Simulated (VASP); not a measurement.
C:

```
CELL_PARAMETERS angstrom
4.25517 0.00000 0.00000
0.00000 4.25517 0.00000
0.00000 0.00000 1.28229
ATOMIC_POSITIONS crystal
C 0.50000 0.50000 0.50000
```

```yaml
Program: VASP 6.6.1
Task: relaxation of cell and atoms
Functional: B3LYP
Potentials_or_basis: VASP PAW PBE potentials, release 64 (C)
Cutoff: 600 eV
k_mesh: 3 × 3 × 10
Occupations: fermi-dirac, width 0.05 eV
Spin: no spin polarisation
```

At the start: pressure -3.1 GPa; volume 23.22 Å³/atom.

Question: Where does the relaxation end?

Answer: Over 7 steps the energy falls by 7.2 meV/atom and the volume is 22.98 Å³/atom (-1.0 %); space group P4/mmm (No. 123, to 0.1 Å) before and after.

Step by step:
| step | energy change (eV) | largest force (eV/Å) | pressure (GPa) | volume (Å³) |
| --- | --- | --- | --- | --- |
| 1 | 0.0000 | 0.0000 | -3.08 | 23.22 |
| 2 | 0.2184 | 0.0000 | 20.26 | 21.72 |
| 3 | -0.0071 | 0.0000 | -0.26 | 23.00 |
| 4 | -0.0072 | 0.0000 | -0.02 | 22.98 |
| 5 | -0.0072 | 0.0000 | 0.05 | 22.97 |
| 6 | -0.0072 | 0.0000 | -0.08 | 22.99 |
| 7 | -0.0072 | 0.0000 | -0.01 | 22.98 |

Final structure:
```cif
data_structure
_symmetry_space_group_name_H-M 'P 1'
_symmetry_Int_Tables_number 1
_cell_length_a 4.2556
_cell_length_b 4.2556
_cell_length_c 1.2688
_cell_angle_alpha 90.000
_cell_angle_beta 90.000
_cell_angle_gamma 90.000
_cell_volume 22.98
loop_
_atom_site_label
_atom_site_type_symbol
_atom_site_fract_x
_atom_site_fract_y
_atom_site_fract_z
_atom_site_occupancy
C1 C 0.50000 0.50000 0.50000 1
```

Caveat: the k points lie up to 0.50 Å⁻¹ apart in the final cell, too coarse for converged energies and pressures of a metal; the PAW data sets were made with another functional, which shifts forces and pressure a little.
